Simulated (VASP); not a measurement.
# Li16B (a cell with a defect) in VASP: single point with PBE

Aim: the single point of Li16B (a cell with a defect) with PBE.

Everything below comes from runs of VASP 6.6.1. Logs are shortened: lines on timing, memory, paths and dates and some standing lists are left out, and cuts for length are marked.

**1. The cell of the first run**

The cell holds a defect, 17 atoms: a = 6.980 Å, b = 6.980 Å, c = 6.980 Å, α = 90.00°, β = 90.00°, γ = 90.00°.

**2. Single point, PBE**

Input file INCAR:

```
SYSTEM = Li16B
PREC     = Accurate       ! precision mode
ENCUT    = 520            ! plane-wave cutoff, eV
EDIFF    = 1E-6           ! SCF threshold, eV
ISMEAR   = -1             ! smearing method
SIGMA    = 0.15           ! smearing width, eV
LREAL    = Auto         
LASPH    = .TRUE.         ! aspherical terms in the spheres
NELM     = 100            ! most SCF steps
ALGO     = Normal         ! electronic algorithm
ISIF     = 2              ! what is computed and relaxed
LWAVE    = .FALSE.        ! write WAVECAR
LCHARG   = .TRUE.         ! write CHGCAR
GGA      = PE             ! functional
LELF     = .TRUE.         ! ELF
LVHAR    = .TRUE.       
NBANDS   = 40             ! bands
```

Input file KPOINTS:

```
Automatic mesh
0
G
  3 3 3
  0 0 0
```

Input file POSCAR:

```
Li16B
1.0
    6.9800000000      0.0000000000      0.0000000000
    0.0000000000      6.9800000000      0.0000000000
    0.0000000000      0.0000000000      6.9800000000
Li B
16 1
Direct
    0.0033365330      0.0587722063      0.0587646132
    0.4983739255     -0.0014808023     -0.0014143266
   -0.0000659026      0.4531489971      0.0168859599
   -0.0000604585      0.0168289398      0.4532196275
    0.2946461318      0.2568727794      0.2569143266
    0.4998714900      0.4865875358     -0.0453780802
    0.4998694842     -0.0454265043      0.4866286533
    0.7107472779      0.2572123209      0.2572508596
   -0.0070308023      0.5484369628      0.5484785100
    0.2292908309      0.6792289398      0.2496206304
    0.2293166189      0.2495666189      0.6792939828
    0.5032362464      0.5267508596      0.5268071633
    0.7675008596      0.6868116046      0.2436623209
    0.7674740688      0.2436068768      0.6868717765
    0.2244004298      0.7818409742      0.7818948424
    0.7741140401      0.7846560172      0.7847061605
    0.0032995702      0.3296806590      0.3297442693
```

Potentials or basis: VASP PAW PBE potentials, release 64 (Li_sv, B).

Run with:

```
$ cat potpaw_PBE.64/Li_sv/POTCAR potpaw_PBE.64/B/POTCAR > POTCAR
$ mpirun -np 1 vasp_std > vasp.out
```

OUTCAR:

```text
SYSTEM = Li16B
   PREC = Accurate
   ENCUT = 520
   EDIFF = 1E-6
   ISMEAR = -1
   LREAL = Auto
   LASPH = .TRUE.
   NELM = 100
   ISIF = 2
   GGA = PE

 ion  position               nearest neighbor table
   1  0.003  0.059  0.059-
   2  0.498  0.999  0.999-
   3  1.000  0.453  0.017-  17 2.35
   4  1.000  0.017  0.453-  17 2.35
   5  0.295  0.257  0.257-  17 2.16
   6  0.500  0.487  0.955-
   7  0.500  0.955  0.487-
   8  0.711  0.257  0.257-  17 2.16
   9  0.993  0.548  0.548-  17 2.16
  10  0.229  0.679  0.250-
  11  0.229  0.250  0.679-
  12  0.503  0.527  0.527-
  13  0.768  0.687  0.244-
  14  0.767  0.244  0.687-
  15  0.224  0.782  0.782-
  16  0.774  0.785  0.785-
  17  0.003  0.330  0.330-   5 2.16   9 2.16   8 2.16   4 2.35   3 2.35

  LATTYP: Found a simple cubic cell.
 ALAT       =     6.9800000000

  Lattice vectors:

 A1 = (   6.9800000000,   0.0000000000,   0.0000000000)
 A2 = (   0.0000000000,   6.9800000000,   0.0000000000)
 A3 = (   0.0000000000,   0.0000000000,   6.9800000000)

Analysis of symmetry for initial positions (statically):
=====================================================================
 Subroutine PRICEL returns:
 Original cell was already a primitive cell.

 Routine SETGRP: Setting up the symmetry group for a
 simple cubic supercell.

 Subroutine GETGRP returns: Found  1 space group operations
 (whereof  1 operations were pure point group operations)
 out of a pool of 48 trial point group operations.

The static configuration has the point symmetry C_1 .

Analysis of symmetry for dynamics (positions and initial velocities):
=====================================================================
 Subroutine PRICEL returns:
 Original cell was already a primitive cell.

 Routine SETGRP: Setting up the symmetry group for a
 simple cubic supercell.

 Subroutine GETGRP returns: Found  1 space group operations
 (whereof  1 operations were pure point group operations)
 out of a pool of 48 trial point group operations.

The dynamic configuration has the point symmetry C_1 .

 Subroutine INISYM returns: Found  1 space group operations
 (whereof  1 operations are pure point group operations),
 and found     1 'primitive' translations

----------------------------------------------------------------------------------------

                                     Primitive cell

  volume of cell :     340.0684

  direct lattice vectors                    reciprocal lattice vectors
     6.980000000  0.000000000  0.000000000     0.143266476  0.000000000  0.000000000
     0.000000000  6.980000000  0.000000000     0.000000000  0.143266476  0.000000000
     0.000000000  0.000000000  6.980000000     0.000000000  0.000000000  0.143266476

  length of vectors
     6.980000000  6.980000000  6.980000000     0.143266476  0.143266476  0.143266476

  position of ions in fractional coordinates (direct lattice)
     0.003336533  0.058772206  0.058764613
     0.498373925  0.998519198  0.998585673
     0.999934097  0.453148997  0.016885960
     0.999939541  0.016828940  0.453219627
     0.294646132  0.256872779  0.256914327
     0.499871490  0.486587536  0.954621920
[... 9 lines left out ...]
     0.774114040  0.784656017  0.784706161
     0.003299570  0.329680659  0.329744269

  ion indices of the primitive-cell ions
   primitive index   ion index
                 1           1
                 2           2
                 3           3
                 4           4
                 5           5
                 6           6
[... 9 lines left out ...]
                16          16
                17          17

----------------------------------------------------------------------------------------

 KPOINTS: Automatic mesh

Automatic generation of k-mesh.
 Grid dimensions read from file:
 generate k-points for:    3    3    3

 Generating k-lattice:

  Cartesian coordinates                     Fractional coordinates (reciprocal lattice)
     0.047755492  0.000000000  0.000000000     0.333333333  0.000000000  0.000000000
     0.000000000  0.047755492  0.000000000     0.000000000  0.333333333  0.000000000
     0.000000000  0.000000000  0.047755492     0.000000000  0.000000000  0.333333333

  Length of vectors
     0.047755492  0.047755492  0.047755492

  Shift w.r.t. Gamma in fractional coordinates (k-lattice)
     0.000000000  0.000000000  0.000000000

 Subroutine IBZKPT returns following result:
 ===========================================

 Found     14 irreducible k-points:

 Following reciprocal coordinates:
            Coordinates               Weight
  0.000000  0.000000  0.000000      1.000000
  0.333333  0.000000  0.000000      2.000000
  0.000000  0.333333  0.000000      2.000000
  0.000000  0.000000  0.333333      2.000000
  0.333333  0.333333  0.000000      2.000000
  0.000000  0.333333  0.333333      2.000000
  0.333333  0.000000  0.333333      2.000000
 -0.333333  0.333333  0.000000      2.000000
 -0.333333  0.000000  0.333333      2.000000
  0.000000 -0.333333  0.333333      2.000000
  0.333333  0.333333  0.333333      2.000000
 -0.333333  0.333333  0.333333      2.000000
 -0.333333 -0.333333  0.333333      2.000000
  0.333333 -0.333333  0.333333      2.000000
   k-points           NKPTS =     14   k-points in BZ     NKDIM =     14   number of bands    NBANDS=     40
   number of dos      NEDOS =    301   number of ions     NIONS =     17
   total plane-waves  NPLWV = 157464
   dimension x,y,z NGX =    54 NGY =   54 NGZ =   54
   dimension x,y,z NGXF=   108 NGYF=  108 NGZF=  108
   ions per type =              16   1
   NGX,Y,Z   is equivalent  to a cutoff of  12.86, 12.86, 12.86 a.u.
   NGXF,Y,Z  is equivalent  to a cutoff of  25.72, 25.72, 25.72 a.u.
 SYSTEM =  Li16B
   PREC   = accura    normal or accurate (medium, high low for compatibility)
   ISTART =      0    job   : 0-new  1-cont  2-samecut
   ICHARG =      2    charge: 1-file 2-atom 10-const
   ISPIN  =      1    spin polarized calculation?
   LNONCOLLINEAR =      F non collinear calculations
   LSORBIT =      F    spin-orbit coupling
   LASPH  =      T    aspherical Exc in radial PAW
   ENCUT  =  520.0 eV  38.22 Ry    6.18 a.u.  12.98 12.98 12.98*2*pi/ulx,y,z
   NELM   =    100;   NELMIN=  2; NELMDL= -5     # of ELM steps
   EDIFF  = 0.1E-05   stopping-criterion for ELM
   LREAL  =      T    real-space projection
   EDIFFG = 0.1E-04   stopping-criterion for IOM
   NSW    =      0    number of steps for IOM
[... 5 lines left out ...]
   TEBEG  =    0.0;   TEEND  =   0.0 temperature during run
   PSTRESS=    0.0 pullay stress
   NELECT =      51.0000    total number of electrons
   NUPDOWN=      -1.0000    fix difference up-down
   EMIN   =  10.00;   EMAX   =-10.00  energy-range for DOS
   EFERMI =   0.00;   METHOD = LEGACY
   ISMEAR =    -1;   SIGMA  =   0.15  broadening in eV -4-tet -1-fermi 0-gaus
   EFERMI_NEDOS =   21; number of points for ismear=-14 and -15
   IALGO  =     38    algorithm
   IMIX   =      4    mixing-type and parameters
     AMIX     =   0.40;   BMIX     =  1.00
     AMIX_MAG =   1.60;   BMIX_MAG =  1.00
  volume/ion in A,a.u.               =      20.00       134.99
  Fermi-wavevector in a.u.,A,eV,Ry     =   0.869780  1.643646 10.293044  0.756517
  Thomas-Fermi vector in A             =   1.988651
   LORBIT       =      0    0 simple, 1 ext, 2 COOP (PROOUT), +10 PAW based schemes
   GGA     = PE    functional components
   LHFCALC =     F    Hartree Fock is set to
   AEXX    =    0.0000 exact exchange contribution
   IVDW    =     0    specifies the selected vdW correction
   LEPSILON=     F    determine dielectric tensor
   LRPA    =     F    only Hartree local field effects (RPA)
 non-spin polarized calculation
  energy-cutoff  :      520.00
  volume of cell :      340.07
 maximum number of plane-waves:      9180
 NGX is ok and might be reduce to    54
   NGX = 25   NGY = 25   NGZ = 25

 number of electron      50.9999990 magnetization

 Free energy of the ion-electron system (eV)
  ---------------------------------------------------
  ext. energy  EPLUGINS =         0.00000000
  ---------------------------------------------------
  free energy    TOTEN  =       -35.50264894 eV

  energy without entropy =      -34.86469601  energy(sigma->0) =      -35.18367247

 E-fermi :   0.5222     XC(G=0):  -7.0762

 val. band max:        0.5166931888   @ k =   0.0000  -0.3333   0.3333
 cond. band min:       0.5311427711   @ k =   0.0000   0.3333   0.3333
 fundamental gap:      0.0144495823
 Fermi energy:         0.5222022295

 k-point     1 :       0.0000    0.0000    0.0000
  band No.  band energies     occupation
      1     -46.1639      2.00000
      2     -46.1584      2.00000
      3     -46.0924      2.00000
      4     -46.0907      2.00000
      5     -46.0891      2.00000
      6     -46.0875      2.00000
[... 29 lines left out ...]
     36       3.6944      0.00000
     37       3.8680      0.00000

 k-point     2 :       0.3333    0.0000    0.0000
  band No.  band energies     occupation
      1     -46.1639      2.00000
      2     -46.1584      2.00000
      3     -46.0923      2.00000
      4     -46.0907      2.00000
      5     -46.0891      2.00000
      6     -46.0877      2.00000
[... 29 lines left out ...]
     36       3.7720      0.00000
     37       4.0837      0.00000

 k-point     3 :       0.0000    0.3333    0.0000
  band No.  band energies     occupation
      1     -46.1639      2.00000
      2     -46.1584      2.00000
      3     -46.0922      2.00000
      4     -46.0914      2.00000
      5     -46.0885      2.00000
      6     -46.0878      2.00000
[... 29 lines left out ...]
     36       3.7822      0.00000
     37       3.8165      0.00000
[... 361 lines left out ...]
 k-point    13 :      -0.3333   -0.3333    0.3333
  band No.  band energies     occupation
      1     -46.1639      2.00000
      2     -46.1584      2.00000
      3     -46.0925      2.00000
      4     -46.0907      2.00000
      5     -46.0891      2.00000
      6     -46.0876      2.00000
[... 29 lines left out ...]
     36       3.6490      0.00000
     37       4.1191      0.00000

 k-point    14 :       0.3333   -0.3333    0.3333
  band No.  band energies     occupation
      1     -46.1639      2.00000
      2     -46.1584      2.00000
      3     -46.0925      2.00000
      4     -46.0907      2.00000
      5     -46.0891      2.00000
      6     -46.0876      2.00000
[... 29 lines left out ...]
     36       3.6490      0.00000
     37       4.1191      0.00000
 [bands above 37 left out]

------------------------ aborting loop because EDIFF is reached ----------------------------------------

  FORCE on cell =-STRESS in cart. coord.  units (eV):
  Direction    XX          YY          ZZ          XY          YZ          ZX
  --------------------------------------------------------------------------------------
  -------------------------------------------------------------------------------------
  Total       -0.8808518     -2.3554825     -2.3574011     -0.0619804      1.4737601     -0.0623662
  in kB       -4.1499908    -11.0974754    -11.1065149     -0.2920108      6.9433830     -0.2938285
  external PRESSURE =      -8.7846604 kB  Pullay stress =       0.0000000 kB

 VOLUME and BASIS-vectors are now :
 -----------------------------------------------------------------------------
  energy-cutoff  :      520.00
  volume of cell :      340.07
      direct lattice vectors                 reciprocal lattice vectors
     6.980000000  0.000000000  0.000000000     0.143266476  0.000000000  0.000000000
     0.000000000  6.980000000  0.000000000     0.000000000  0.143266476  0.000000000
     0.000000000  0.000000000  6.980000000     0.000000000  0.000000000  0.143266476

 POSITION                                       TOTAL-FORCE (eV/Angst)
 -----------------------------------------------------------------------------------
      0.02329      0.41023      0.41018        -0.003685     -0.016476     -0.015821
      3.47865      6.96966      6.97013         0.001988      0.004119      0.003996
      6.97954      3.16298      0.11786        -0.001685      0.015039     -0.003862
      6.97958      0.11747      3.16347        -0.001690     -0.004072      0.015020
      2.05663      1.79297      1.79326         0.040653     -0.001126     -0.000773
      3.48910      3.39638      6.66326        -0.002416     -0.007368     -0.000280
[... 9 lines left out ...]
      5.40332      5.47690      5.47725        -0.005984      0.001748      0.000506
      0.02303      2.30117      2.30161         0.014220     -0.006422     -0.006901
 -----------------------------------------------------------------------------------
    total drift:                               -0.000262      0.008872      0.009798

  FREE ENERGIE OF THE ION-ELECTRON SYSTEM (eV)
  ---------------------------------------------------
  free  energy   TOTEN  =       -35.5026489406 eV

  energy  without entropy=      -34.8646960061  energy(sigma->0) =      -35.18367247
```

It took 2.9 min on 1 thread of Intel Xeon 6975P-C (Granite Rapids), shared host; peak memory 0.4 GiB.

What came out:

```
Free energy            : -35.5026 eV
Largest force          : 0.041 eV/Å
Band gap on the k mesh : zero (an odd number of electrons rules out a gap without spin polarisation)
```

Forces on the atoms (eV/Å):
```
Li  -0.004 -0.016 -0.016
Li   0.002  0.004  0.004
Li  -0.002  0.015 -0.004
Li  -0.002 -0.004  0.015
Li   0.041 -0.001 -0.001
Li  -0.002 -0.007  0.000
Li  -0.002  0.000 -0.007
Li  -0.034 -0.003 -0.003
Li   0.001  0.008  0.008
Li  -0.011  0.003  0.004
Li  -0.011  0.004  0.002
Li  -0.007 -0.006 -0.006
Li   0.007  0.004  0.001
Li   0.007  0.002  0.004
Li   0.008  0.003  0.003
Li  -0.006  0.002  0.001
B    0.014 -0.006 -0.007
```

Caveat: the cutoff is under 1.25 times the usual one of these potentials, so pressure, stress and relaxed cells hold a basis-set (Pulay) error.
